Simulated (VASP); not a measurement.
Input of a VASP 6.6.1 run:

The input INCAR:

```
PREC = Accurate ; ENCUT = 520
EDIFF = 1E-6 ; ISMEAR = -1
SIGMA = 0.1 ; LREAL = False
LASPH = True ; NELM = 80
ALGO = Normal ; ISIF = 2
LWAVE = False ; LCHARG = True
LELF = True ; LVHAR = True
NBANDS = 11
```

File KPOINTS:

```
regular mesh
0
Gamma
  15 15 15
```

File POSCAR:

```
Pd
1.0
    0.0000000000      1.9211411165      1.9211411165
    1.9211411165      0.0000000000      1.9211411165
    1.9211411165      1.9211411165      0.0000000000
Pd
1
Direct
    0.0000000000      0.0000000000      0.0000000000
```

Potentials or basis: VASP PAW LDA potentials, release 64 (Pd).

The run is started by

```bash
$ cat potpaw_LDA.64/Pd/POTCAR > POTCAR
$ mpirun -np 1 vasp_std > vasp.out
```

**Question.** Predict the band gap on the k mesh.

**Answer.** Zero (band 5 reaches 10.57 eV, above the bottom of band 6 at 8.90 eV).

**Question.** Predict the pressure.

**Answer.** 0.0 GPa.
